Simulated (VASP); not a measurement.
Wanted: the native input for a VASP 6.6.1 run.

| Item | Value |
| --- | --- |
| Task | single point |
| Functional | PBE0 |
| Potentials or basis | VASP PAW PBE potentials, release 64 (Ti_sv, Al) |
| Cutoff | 520 eV |
| k mesh | 6 × 6 × 4 |
| Occupations | fermi-dirac, width 0.05 eV |
| Spin | no spin polarisation |
| Dipole correction | no |
| Grid for exact exchange (PRECFOCK) | Normal |
| Further INCAR settings | ALGO = Normal; EDIFF = 1e-06; NBANDS = 14 |
| Share of exact exchange | 0.25 |

The system is TiAl.

```
CELL_PARAMETERS angstrom
2.88625 0.00000 0.00000
-1.44313 2.49957 0.00000
0.00000 0.00000 4.70906
ATOMIC_POSITIONS crystal
Ti 0.00000 0.00000 0.00000
Al 0.33333 0.66667 0.50000
```

The input as run:

POSCAR

```
TiAl
1.0
    2.8862512777      0.0000000000      0.0000000000
   -1.4431256388      2.4995669282      0.0000000000
    0.0000000000      0.0000000000      4.7090645850
Ti Al
1 1
Direct
    0.0000000000      0.0000000000      0.0000000000
    0.3333333333      0.6666666667      0.5000000000
```

INCAR.step1

```
SYSTEM = TiAl
PREC = Accurate
ENCUT = 520
EDIFF = 1E-5
ISMEAR = -1
SIGMA = 0.05
LREAL = .False.
LASPH = .True.
NELM = 100
ALGO = Normal
ISIF = 2
LWAVE = .True.
GGA = PE
NBANDS = 14
```

INCAR.step2

```
SYSTEM = TiAl
PREC = Accurate
ENCUT = 520
EDIFF = 1E-6
ISMEAR = -1
SIGMA = 0.05
LREAL = .False.
LASPH = .True.
NELM = 100
ALGO = Normal
ISIF = 2
LWAVE = .False.
LCHARG = .True.
GGA = PE
LHFCALC = .True.
AEXX = 0.25
PRECFOCK = Normal
LELF = .True.
LVHAR = .True.
ISTART = 1
NBANDS = 14
```

KPOINTS

```
Automatic mesh
0
Gamma
  6 6 4
  0 0 0
```

Potentials or basis: VASP PAW PBE potentials, release 64 (Ti_sv, Al).

The run is started by

```console
$ cat potpaw_PBE.64/Ti_sv/POTCAR potpaw_PBE.64/Al/POTCAR > POTCAR
$ cp INCAR.step1 INCAR
$ mpirun -np 1 vasp_std > vasp.out
$ cp INCAR.step2 INCAR
$ mpirun -np 1 vasp_std > vasp.out
```

It gave:

The pressure is -4.3 GPa. The band gap on the k mesh is zero (an odd number of electrons rules out a gap without spin polarisation).

Caveat: the k points lie up to 0.42 Å⁻¹ apart, too coarse for converged energies and pressures of a metal; the PAW data sets were made with another functional, which shifts forces and pressure a little.

Wall time 26 min on 1 thread of Intel(R) Xeon(R) Platinum 8259CL CPU @ 2.50GHz (Skylake/Cascade Lake), with other jobs on the host, peak memory 0.17 GiB.
